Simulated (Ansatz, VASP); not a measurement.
# Ru in VASP and in Ansatz

```
CELL_PARAMETERS angstrom
2.67975 0.00000 0.00000
-1.33988 2.32073 0.00000
0.00000 0.00000 8.70034
ATOMIC_POSITIONS crystal
Ru 0.00000 0.00000 0.00000
Ru 0.00000 0.00000 0.50000
Ru 0.33333 0.66667 0.75000
Ru 0.66667 0.33333 0.25000
```

Alike in both runs: functional r2SCAN; k mesh 9 × 9 × 2; occupations gaussian, width 0.1 eV; no spin polarisation.

Ansatz relaxed the structure, and its values are those at the end. VASP's run is a single point on that final structure, the one shown.

|  | VASP | Ansatz |
| --- | --- | --- |
| version | VASP 6.6.1 | Ansatz 0.2.0 |
| potentials or method | VASP PAW PBE potentials, release 64 (Ru_pv), cutoff 520 eV | scalar-relativistic, plane waves, PAW |
| valence electrons in the cell | 56 | 64 |

```tsv
	VASP	Ansatz	Ansatz less VASP
gap on the k mesh at the Fermi level (eV)	none	none	-
pressure (GPa)	1.5	0.0	-1.50
```

VASP's potentials were made for PBE, not for r2SCAN. A gap of «none» marks a metal or a gap that the smearing closes. VASP's potentials hold 56 valence electrons a cell and Ansatz's 64, so a difference there can come from the potentials and not from the codes.

The k mesh is coarse, so the values compare programs but aren't converged.
